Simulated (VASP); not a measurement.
## Ga4O: relaxation of cell and atoms with PBE

The system is Ga4O.

```
Ga O
1.0
     4.39794    0.00000    0.00000
     0.00000    4.39794    0.00000
     0.00000    0.00000    4.39794
Ga O
4 1
Direct
  0.00000 0.00000 0.00000
  0.50000 0.50000 0.00000
  0.50000 0.00000 0.50000
  0.00000 0.50000 0.50000
  0.50000 0.50000 0.50000
```

The cell was built from a structure type or drawn by symmetry, and may not be a known phase.

```
Program                : VASP 6.6.1
Task                   : relaxation of cell and atoms
Functional             : PBE
Potentials or basis    : VASP PAW PBE potentials, release 64 (Ga_d, O)
Cutoff                 : 600 eV
k mesh                 : 8 × 8 × 8
Occupations            : gaussian, width 0.1 eV
Spin                   : no spin polarisation
Dipole correction      : no
Further INCAR settings : ALGO = Normal; EDIFF = 1e-07; IBRION = 2; EDIFFG = -0.01; NSW = 100; ISIF = 3
```

- Relaxed volume: 17.83 Å³/atom
- Relaxed cell: a = 4.467 Å, b = 4.467 Å, c = 4.467 Å, α = 90.00°, β = 90.00°, γ = 90.00°
- Space group after relaxing (to 0.1 Å): Pm-3m (No. 221)
- Energy gained by relaxing: 5.7 meV/atom
- Ionic steps: 4
- Pressure after relaxing: 0.0 GPa
- Band gap on the k mesh: zero (bands 29 and 30 overlap by 2.19 eV)

The path:
```tsv
step	energy change (eV)	largest force (eV/Å)	pressure (GPa)	volume (Å³)
1	0.0000	0.0000	2.40	85.06
2	-0.0272	0.0000	0.38	88.24
3	-0.0283	0.0000	0.11	88.86
4	-0.0283	0.0000	-0.02	89.14
```

Final structure:
```xyz
5
Lattice="4.4671 0.0000 0.0000 0.0000 4.4671 0.0000 0.0000 0.0000 4.4671" Properties=species:S:1:pos:R:3 pbc="T T T"
Ga    0.0000    0.0000    0.0000
Ga    2.2336    2.2336    0.0000
Ga    2.2336    0.0000    2.2336
Ga    0.0000    2.2336    2.2336
O     2.2336    2.2336    2.2336
```

Levels at points of the mesh, in eV from the Fermi level:
```tsv
k point	band 27	band 28	band 29	band 30	band 31	band 32
(0.00, 0.00, 0.00)	-2.83	-1.18	-0.09	-0.09	-0.09	4.37
(0.50, 0.00, 0.00)	-2.28	-0.03	-0.03	0.62	1.49	2.58
(0.50, 0.50, 0.00)	-1.65	-1.65	1.41	1.87	1.87	2.00
(0.50, 0.50, 0.50)	-3.29	-3.29	-0.14	-0.14	-0.14	1.87
```

Wall time 3.7 min on 1 thread of AMD EPYC 9R45 96-Core Processor (Zen 5), on a shared host, peak memory 0.24 GiB.
